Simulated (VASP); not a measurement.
Here is a VASP 6.6.1 calculation.

File INCAR:

```
SYSTEM = Nb
ALGO = Normal
EDIFF = 1E-6
ENCUT = 520
GGA = PE
ISIF = 2
ISMEAR = -1
LASPH = .True.
LCHARG = .True.
LELF = .True.
LREAL = .False.
LVHAR = .True.
LWAVE = .False.
NBANDS = 20
NELM = 100
PREC = Accurate
SIGMA = 0.13605693000000002
```

Contents of KPOINTS:

```
k-points
0
Gamma
  8 8 8
  0 0 0
```

The input POSCAR:

```
Nb
1.0
    0.0000000000      2.9602154701      2.9602154701
    2.9602154701      0.0000000000      2.9602154701
    2.9602154701      2.9602154701      0.0000000000
Nb
2
Direct
    0.0000000000      0.0000000000      0.0000000000
    0.2500000000      0.2500000000      0.2500000000
```

Potentials or basis: VASP PAW PBE potentials, release 64 (Nb_sv).

Launch:

```console
$ cat potpaw_PBE.64/Nb_sv/POTCAR > POTCAR
$ mpirun -np 1 vasp_std > vasp.out
```

(1) Predict the band gap on the k mesh.

(2) What does it give for the pressure?

## Answers

(1) zero (band 13 reaches 7.33 eV, above the bottom of band 14 at 5.90 eV).

(2) 0.0 GPa.
